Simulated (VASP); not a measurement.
# MgTiC4N4 (P-43m) in VASP: notebook

The runs below take MgTiC4N4 through single point, with PBE.

Program: VASP 6.6.1. These are calculated values, not measurements. Logs are shortened: lines on timing, memory, paths and dates and some standing lists are left out, and cuts for length are marked.

## (1) The cell of the first run

It takes space group P-43m (No. 215, cubic). The conventional cell has a = 5.981 Å, b = 5.981 Å, c = 5.981 Å, α = 90.00°, β = 90.00°, γ = 90.00°. Mg (site symmetry -43m) has 4 C at 1.98 Å within 2.6 Å. Within 2.7 Å of Ti (site symmetry -43m) lie 4 N at 2.03 Å. Within 1.6 Å of C (site symmetry 3m) lie 1 N at 1.17 Å. Within 1.6 Å of N (site symmetry 3m) lie 1 C at 1.17 Å.

## (2) Single point, PBE, collinear spin

INCAR reads:

```
SYSTEM = MgTiC4N4
PREC = Accurate ; ENCUT = 520
EDIFF = 1E-6 ; ISMEAR = 0
SIGMA = 0.1 ; LREAL = .FALSE.
LASPH = .TRUE. ; NELM = 150
ALGO = Normal ; ISIF = 2
LWAVE = .FALSE. ; LCHARG = .FALSE.
ISPIN = 2 ; MAGMOM = 0 1 0 0 0 0 0 0 0 0
LORBIT = 11 ; LMAXMIX = 4
GGA = PE ; NBANDS = 40
```

KPOINTS reads:

```
regular mesh
0
G
  4 4 4
  0 0 0
```

POSCAR reads:

```
MgTiC4N4
1.0
    5.9813487900      0.0000000000      0.0000000000
    0.0000000000      5.9813487900      0.0000000000
    0.0000000000      0.0000000000      5.9813487900
Mg Ti C N
1 1 4 4
Direct
    0.0000000000      0.0000000000      0.0000000000
    0.5000000000      0.5000000000      0.5000000000
    0.1911196900      0.1911196900      0.1911196900
    0.1911196900      0.8088803100      0.8088803100
    0.8088803100      0.1911196900      0.8088803100
    0.8088803100      0.8088803100      0.1911196900
    0.3040540500      0.3040540500      0.3040540500
    0.3040540500      0.6959459500      0.6959459500
    0.6959459500      0.3040540500      0.6959459500
    0.6959459500      0.6959459500      0.3040540500
```

Potentials or basis: VASP PAW PBE potentials, release 64 (Mg, Ti_sv, C, N).

Run with:

```
$ cat potpaw_PBE.64/Mg/POTCAR potpaw_PBE.64/Ti_sv/POTCAR potpaw_PBE.64/C/POTCAR potpaw_PBE.64/N/POTCAR > POTCAR
$ mpirun -np 1 vasp_std > vasp.out
```

OUTCAR:

```text
SYSTEM = MgTiC4N4
   PREC = Accurate
   ENCUT = 520
   EDIFF = 1E-6
   ISMEAR = 0
   LREAL = .FALSE.
   LASPH = .TRUE.
   NELM = 150
   ISIF = 2
   ISPIN = 2
   LORBIT = 11
   GGA = PE

 ion  position               nearest neighbor table
   1  0.000  0.000  0.000-   3 1.98   4 1.98   5 1.98   6 1.98
   2  0.500  0.500  0.500-   7 2.03   8 2.03   9 2.03  10 2.03
   3  0.191  0.191  0.191-   7 1.17   1 1.98
   4  0.191  0.809  0.809-   8 1.17   1 1.98
   5  0.809  0.191  0.809-   9 1.17   1 1.98
   6  0.809  0.809  0.191-  10 1.17   1 1.98
   7  0.304  0.304  0.304-   3 1.17   2 2.03
   8  0.304  0.696  0.696-   4 1.17   2 2.03
   9  0.696  0.304  0.696-   5 1.17   2 2.03
  10  0.696  0.696  0.304-   6 1.17   2 2.03

  LATTYP: Found a simple cubic cell.
 ALAT       =     5.9813487900

  Lattice vectors:

 A1 = (   5.9813487900,   0.0000000000,   0.0000000000)
 A2 = (   0.0000000000,   5.9813487900,   0.0000000000)
 A3 = (   0.0000000000,   0.0000000000,   5.9813487900)

Analysis of symmetry for initial positions (statically):
=====================================================================
 Subroutine PRICEL returns:
 Original cell was already a primitive cell.

 Routine SETGRP: Setting up the symmetry group for a
 simple cubic supercell.

 Subroutine GETGRP returns: Found 24 space group operations
 (whereof 24 operations were pure point group operations)
 out of a pool of 48 trial point group operations.

The static configuration has the point symmetry T_d .

Analysis of symmetry for dynamics (positions and initial velocities):
=====================================================================
 Subroutine PRICEL returns:
 Original cell was already a primitive cell.

 Routine SETGRP: Setting up the symmetry group for a
 simple cubic supercell.

 Subroutine GETGRP returns: Found 24 space group operations
 (whereof 24 operations were pure point group operations)
 out of a pool of 48 trial point group operations.

The dynamic configuration has the point symmetry T_d .

Analysis of structural, dynamic, and magnetic symmetry:
=====================================================================
 Subroutine PRICEL returns:
 Original cell was already a primitive cell.

 Routine SETGRP: Setting up the symmetry group for a
 simple cubic supercell.

 Subroutine GETGRP returns: Found 24 space group operations
 (whereof 24 operations were pure point group operations)
 out of a pool of 48 trial point group operations.

The overall configuration has the point symmetry T_d .

 Subroutine INISYM returns: Found 24 space group operations
 (whereof 24 operations are pure point group operations),
 and found     1 'primitive' translations

----------------------------------------------------------------------------------------

                                     Primitive cell

  volume of cell :     213.9919

  direct lattice vectors                    reciprocal lattice vectors
     5.981348790  0.000000000  0.000000000     0.167186371  0.000000000  0.000000000
     0.000000000  5.981348790  0.000000000     0.000000000  0.167186371  0.000000000
     0.000000000  0.000000000  5.981348790     0.000000000  0.000000000  0.167186371

  length of vectors
     5.981348790  5.981348790  5.981348790     0.167186371  0.167186371  0.167186371

  position of ions in fractional coordinates (direct lattice)
     0.000000000  0.000000000  0.000000000
     0.500000000  0.500000000  0.500000000
     0.191119690  0.191119690  0.191119690
     0.191119690  0.808880310  0.808880310
     0.808880310  0.191119690  0.808880310
     0.808880310  0.808880310  0.191119690
     0.304054050  0.304054050  0.304054050
     0.304054050  0.695945950  0.695945950
     0.695945950  0.304054050  0.695945950
     0.695945950  0.695945950  0.304054050

  ion indices of the primitive-cell ions
   primitive index   ion index
                 1           1
                 2           2
                 3           3
                 4           4
                 5           5
                 6           6
                 7           7
                 8           8
                 9           9
                10          10

[... 46 lines left out ...]
 SYSTEM =  MgTiC4N4
   PREC   = accura    normal or accurate (medium, high low for compatibility)
   ISTART =      0    job   : 0-new  1-cont  2-samecut
   ICHARG =      2    charge: 1-file 2-atom 10-const
   ISPIN  =      2    spin polarized calculation?
   LNONCOLLINEAR =      F non collinear calculations
   LSORBIT =      F    spin-orbit coupling
   LASPH  =      T    aspherical Exc in radial PAW
   ENCUT  =  520.0 eV  38.22 Ry    6.18 a.u.  11.12 11.12 11.12*2*pi/ulx,y,z
   NELM   =    150;   NELMIN=  2; NELMDL= -5     # of ELM steps
   EDIFF  = 0.1E-05   stopping-criterion for ELM
   LREAL  =      F    real-space projection
   EDIFFG = 0.1E-04   stopping-criterion for IOM
   NSW    =      0    number of steps for IOM
   IBRION =     -1    ionic relax: 0-MD 1-quasi-New 2-CG
   NFREE  =      0    steps in history (QN), initial steepest desc. (CG)
   ISIF   =      2    stress and relaxation
   ISYM   =      2    0-nonsym 1-usesym 2-fastsym
   POTIM  = 0.5000    time-step for ionic-motion
   TEBEG  =    0.0;   TEEND  =   0.0 temperature during run
   PSTRESS=    0.0 pullay stress
   NELECT =      50.0000    total number of electrons
   NUPDOWN=      -1.0000    fix difference up-down
   EMIN   =  10.00;   EMAX   =-10.00  energy-range for DOS
   EFERMI =   0.00;   METHOD = LEGACY
   ISMEAR =     0;   SIGMA  =   0.10  broadening in eV -4-tet -1-fermi 0-gaus
   EFERMI_NEDOS =   21; number of points for ismear=-14 and -15
   IALGO  =     38    algorithm
   IMIX   =      4    mixing-type and parameters
     AMIX     =   0.40;   BMIX     =  1.00
     AMIX_MAG =   1.60;   BMIX_MAG =  1.00
  volume/ion in A,a.u.               =      21.40       144.41
  Fermi-wavevector in a.u.,A,eV,Ry     =   1.008322  1.905451 13.833211  1.016712
  Thomas-Fermi vector in A             =   2.141181
   LORBIT       =     11    0 simple, 1 ext, 2 COOP (PROOUT), +10 PAW based schemes
   GGA     = PE    functional components
   LHFCALC =     F    Hartree Fock is set to
   AEXX    =    0.0000 exact exchange contribution
   IVDW    =     0    specifies the selected vdW correction
   LEPSILON=     F    determine dielectric tensor
   LRPA    =     F    only Hartree local field effects (RPA)
 spin polarized calculation
 Gauss-broadening in eV      SIGMA  =   0.10
  energy-cutoff  :      520.00
  volume of cell :      213.99
 maximum number of plane-waves:      5832
 NGX is ok and might be reduce to    48
   NGX = 23   NGY = 23   NGZ = 23

 number of electron      49.9999991 magnetization       1.9998110

 Free energy of the ion-electron system (eV)
  ---------------------------------------------------
  ext. energy  EPLUGINS =         0.00000000
  ---------------------------------------------------
  free energy    TOTEN  =       -78.33084120 eV

  energy without entropy =      -78.33083996  energy(sigma->0) =      -78.33084058

 E-fermi :   0.8264     XC(G=0):  -6.8499

 val. band max:        0.5470596398   @ k =   0.5000   0.0000   0.0000
 cond. band min:       1.1034418002   @ k =   0.0000   0.0000   0.0000
 fundamental gap:      0.5563821603
 Fermi energy:         0.8264006880

 spin component 1

 k-point     1 :       0.0000    0.0000    0.0000
  band No.  band energies     occupation
      1     -57.1741      1.00000
      2     -33.5031      1.00000
      3     -33.5030      1.00000
      4     -33.5030      1.00000
      5     -18.5367      1.00000
      6     -18.4280      1.00000
[... 389 lines left out ...]
     36       4.3822      0.00000
     37       4.3822      0.00000
 Fermi energy:         0.8264006880

 spin component 2

 k-point     1 :       0.0000    0.0000    0.0000
  band No.  band energies     occupation
      1     -55.9374      1.00000
      2     -32.2694      1.00000
      3     -32.2694      1.00000
      4     -32.2694      1.00000
      5     -18.5178      1.00000
      6     -18.4110      1.00000
[... 389 lines left out ...]
     36       4.6937      0.00000
     37       4.6938      0.00000
 [bands above 37 left out]

------------------------ aborting loop because EDIFF is reached ----------------------------------------

  FORCE on cell =-STRESS in cart. coord.  units (eV):
  Direction    XX          YY          ZZ          XY          YZ          ZX
  --------------------------------------------------------------------------------------
  -------------------------------------------------------------------------------------
  Total        7.5903717      7.5903717      7.5903717     -0.0000000     -0.0000000      0.0000000
  in kB       56.8298147     56.8298147     56.8298147     -0.0000000     -0.0000000      0.0000000
  external PRESSURE =      56.8298147 kB  Pullay stress =       0.0000000 kB

 VOLUME and BASIS-vectors are now :
 -----------------------------------------------------------------------------
  energy-cutoff  :      520.00
  volume of cell :      213.99
      direct lattice vectors                 reciprocal lattice vectors
     5.981348790  0.000000000  0.000000000     0.167186371  0.000000000  0.000000000
     0.000000000  5.981348790  0.000000000     0.000000000  0.167186371  0.000000000
     0.000000000  0.000000000  5.981348790     0.000000000  0.000000000  0.167186371

 POSITION                                       TOTAL-FORCE (eV/Angst)
 -----------------------------------------------------------------------------------
      0.00000      0.00000      0.00000         0.000000     -0.000000     -0.000000
      2.99067      2.99067      2.99067         0.000000     -0.000000     -0.000000
      1.14315      1.14315      1.14315         0.772731      0.772731      0.772731
      1.14315      4.83820      4.83820         0.772731     -0.772731     -0.772731
      4.83820      1.14315      4.83820        -0.772731      0.772731     -0.772731
      4.83820      4.83820      1.14315        -0.772731     -0.772731      0.772731
      1.81865      1.81865      1.81865         0.452316      0.452316      0.452316
      1.81865      4.16270      4.16270         0.452316     -0.452316     -0.452316
      4.16270      1.81865      4.16270        -0.452316      0.452316     -0.452316
      4.16270      4.16270      1.81865        -0.452316     -0.452316      0.452316
 -----------------------------------------------------------------------------------
    total drift:                               -0.000000     -0.000000     -0.000000

  FREE ENERGIE OF THE ION-ELECTRON SYSTEM (eV)
  ---------------------------------------------------
  free  energy   TOTEN  =       -78.3308412011 eV

  energy  without entropy=      -78.3308399646  energy(sigma->0) =      -78.33084058

 total charge

# of ion       s       p       d       tot
------------------------------------------
    1        0.209   0.265   0.078   0.552
    2        2.169   6.134   1.981  10.284
    3        0.985   1.630   0.000   2.616
    4        0.985   1.630   0.000   2.616
    5        0.985   1.630   0.000   2.616
    6        0.985   1.630   0.000   2.616
    7        1.309   2.613   0.000   3.921
    8        1.309   2.613   0.000   3.921
    9        1.309   2.613   0.000   3.921
   10        1.309   2.613   0.000   3.921
--------------------------------------------------
tot         11.555  23.371   2.059  36.984

 magnetization (x)

# of ion       s       p       d       tot
------------------------------------------
    1       -0.002  -0.001   0.004   0.001
    2        0.009   0.008   1.287   1.304
    3        0.004   0.067   0.000   0.070
    4        0.004   0.067   0.000   0.070
    5        0.004   0.067   0.000   0.070
    6        0.004   0.067   0.000   0.070
    7       -0.004  -0.031   0.000  -0.036
    8       -0.004  -0.031   0.000  -0.036
    9       -0.004  -0.031   0.000  -0.036
   10       -0.004  -0.031   0.000  -0.036
--------------------------------------------------
tot          0.004   0.148   1.290   1.442
```

Run time: 1.9 min. Hardware: 1 thread of Intel Xeon 6975P-C (Granite Rapids), shared host; peak memory 0.49 GiB.

What came out:

| Property | Result |
| --- | --- |
| Free energy | -78.3308 eV |
| Pressure | 5.7 GPa |
| Largest force | 1.338 eV/Å |
| Band gap on the k mesh | 0.56 eV (least direct gap 0.84 eV) |
| Net moment | 2.00 μB per cell |
| Site moments | Mg +0.00; Ti +1.30; C +0.07; N -0.04 μB |
| Valence electrons inside the program's atomic spheres | Mg 0.55; Ti 10.28; C 2.62; N 3.92 |

Forces on the atoms (eV/Å):
```
Mg   0.000  0.000  0.000
Ti   0.000  0.000  0.000
C    0.773  0.773  0.773
C    0.773 -0.773 -0.773
C   -0.773  0.773 -0.773
C   -0.773 -0.773  0.773
N    0.452  0.452  0.452
N    0.452 -0.452 -0.452
N   -0.452  0.452 -0.452
N   -0.452 -0.452  0.452
```

Levels at points of the mesh, in eV from the valence-band top:
Spin up:
```csv
k point,band 23,band 24,band 25,band 26,band 27,band 28,band 29,band 30
"(0.00, 0.00, 0.00)",-4.71,-4.71,-0.28,-0.28,0.56,0.56,0.56,3.24
"(0.50, 0.00, 0.00)",-4.72,-4.72,-0.31,0.00,0.94,1.04,1.04,2.50
"(0.50, 0.50, 0.00)",-4.70,-4.70,-0.26,-0.03,0.90,1.33,1.33,2.33
"(0.50, 0.50, 0.50)",-4.80,-4.80,-0.25,-0.25,0.99,0.99,0.99,3.15
```
Spin down:
| k point | band 22 | band 23 | band 24 | band 25 | band 26 | band 27 |
| --- | --- | --- | --- | --- | --- | --- |
| (0.00, 0.00, 0.00) | -4.61 | -4.61 | -4.61 | 0.91 | 0.91 | 0.91 |
| (0.50, 0.00, 0.00) | -4.72 | -4.62 | -4.62 | 0.87 | 1.35 | 1.41 |
| (0.50, 0.50, 0.00) | -4.81 | -4.61 | -4.61 | 0.94 | 1.30 | 1.43 |
| (0.50, 0.50, 0.50) | -4.69 | -4.69 | -4.69 | 1.00 | 1.00 | 1.40 |

Caveat: the cell stands under pressure; forces of over 1 eV/Å act on the atoms, so gaps and moduli don't describe the material at rest. A k mesh can miss the band edges.

## (3) Single point, PBE, collinear spin

This run uses another cell than the first one, of 24.11 Å³/atom.

INCAR reads:

```
SYSTEM = MgTiC4N4
PREC = Accurate
ENCUT = 520
EDIFF = 1E-6
ISMEAR = 0
SIGMA = 0.1
LREAL = .False.
LASPH = .True.
NELM = 150
ALGO = Normal
ISIF = 2
LWAVE = .False.
LCHARG = .False.
ISPIN = 2
MAGMOM = 0 1 0 0 0 0 0 0 0 0
LORBIT = 11
LMAXMIX = 4
GGA = PE
NBANDS = 40
```

KPOINTS reads:

```
regular mesh
0
Gamma
  4 4 4
  0 0 0
```

POSCAR reads:

```
MgTiC4N4
1.0
    6.2236482644      0.0000000000      0.0000000000
    0.0000000000      6.2236482644      0.0000000000
    0.0000000000      0.0000000000      6.2236482644
Mg Ti C N
1 1 4 4
Direct
    0.0000000000      0.0000000000      0.0000000000
    0.5000000000      0.5000000000      0.5000000000
    0.2020638251      0.2020638251      0.2020638251
    0.2020638251      0.7979361749      0.7979361749
    0.7979361749      0.2020638251      0.7979361749
    0.7979361749      0.7979361749      0.2020638251
    0.3109867827      0.3109867827      0.3109867827
    0.3109867827      0.6890132173      0.6890132173
    0.6890132173      0.3109867827      0.6890132173
    0.6890132173      0.6890132173      0.3109867827
```

Potentials or basis: VASP PAW PBE potentials, release 64 (Mg, Ti_sv, C, N).

Run with:

```
$ cat potpaw_PBE.64/Mg/POTCAR potpaw_PBE.64/Ti_sv/POTCAR potpaw_PBE.64/C/POTCAR potpaw_PBE.64/N/POTCAR > POTCAR
$ mpirun -np 1 vasp_std > vasp.out
```

Wall time 1.8 min (1 thread of Intel Xeon 6975P-C (Granite Rapids), shared host); peak memory 0.48 GiB.

The run converged. Its results:

- Free energy: -79.1248 eV
- Pressure: 0.4 GPa
- Largest force: 0.367 eV/Å
- Band gap on the k mesh: 0.70 eV (least direct gap 0.90 eV)
- Net moment: 2.00 μB per cell
- Site moments: Mg -0.00; Ti +1.32; C +0.07; N -0.04 μB
- Valence electrons inside the program's atomic spheres: Mg 0.36; Ti 10.27; C 2.57; N 3.91

Forces in eV/Å, atoms in the order of the input:
```
Mg   0.000  0.000  0.000
Ti   0.000  0.000  0.000
C   -0.212 -0.212 -0.212
C   -0.212  0.212  0.212
C    0.212 -0.212  0.212
C    0.212  0.212 -0.212
N    0.184  0.184  0.184
N    0.184 -0.184 -0.184
N   -0.184  0.184 -0.184
N   -0.184 -0.184  0.184
```

Levels at points of the mesh, in eV from the valence-band top:
Spin up:
| k point | band 23 | band 24 | band 25 | band 26 | band 27 | band 28 | band 29 | band 30 |
| --- | --- | --- | --- | --- | --- | --- | --- | --- |
| (0.00, 0.00, 0.00) | -4.74 | -4.74 | -0.20 | -0.20 | 0.70 | 0.70 | 0.70 | 3.26 |
| (0.50, 0.00, 0.00) | -4.73 | -4.73 | -0.23 | 0.00 | 1.03 | 1.09 | 1.09 | 2.57 |
| (0.50, 0.50, 0.00) | -4.72 | -4.72 | -0.19 | -0.02 | 0.99 | 1.32 | 1.32 | 2.35 |
| (0.50, 0.50, 0.50) | -4.80 | -4.80 | -0.16 | -0.16 | 1.04 | 1.04 | 1.04 | 3.11 |
Spin down:
```tsv
k point	band 21	band 22	band 23	band 24	band 25	band 26	band 27	band 28
(0.00, 0.00, 0.00)	-4.89	-4.64	-4.64	-4.64	1.05	1.05	1.05	1.07
(0.50, 0.00, 0.00)	-4.97	-4.75	-4.64	-4.64	0.97	1.45	1.47	1.47
(0.50, 0.50, 0.00)	-4.85	-4.80	-4.63	-4.63	1.04	1.39	1.43	1.80
(0.50, 0.50, 0.50)	-4.80	-4.69	-4.69	-4.69	1.13	1.13	1.44	1.44
```
